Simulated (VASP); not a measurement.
SrO:

```
Sr O
1.0
     0.00000    2.57322    2.57322
     2.57322    0.00000    2.57322
     2.57322    2.57322    0.00000
Sr O
1 1
Cartesian
  2.5732 2.5732 2.5732
  0.0000 0.0000 0.0000
```

Base run:

* Program: VASP 6.6.1
* Functional: r2SCAN
* Dispersion: rVV10
* Potentials or basis: VASP PAW PBE potentials, release 64 (Sr_sv, O)
* Cutoff: 660 eV
* k mesh: 8 × 8 × 8
* Occupations: gaussian, width 0.05 eV
* Spin: no spin polarisation

Its results: band gap on the k mesh 3.70 eV (least direct gap 3.79 eV); pressure 0.2 GPa.

Question: The run is repeated on the same cell with these changes: functional from r2SCAN to BLYP; dispersion from rVV10 to D3(BJ); cutoff from 660 eV to 600 eV. What comes out?

Answer: Band gap on the k mesh 3.40 eV (least direct gap 3.48 eV); pressure 0.3 GPa.

Several settings changed at once.

Caveats: the PAW data sets were made with another functional, which shifts forces and pressure a little.

A k mesh can miss the band edges.
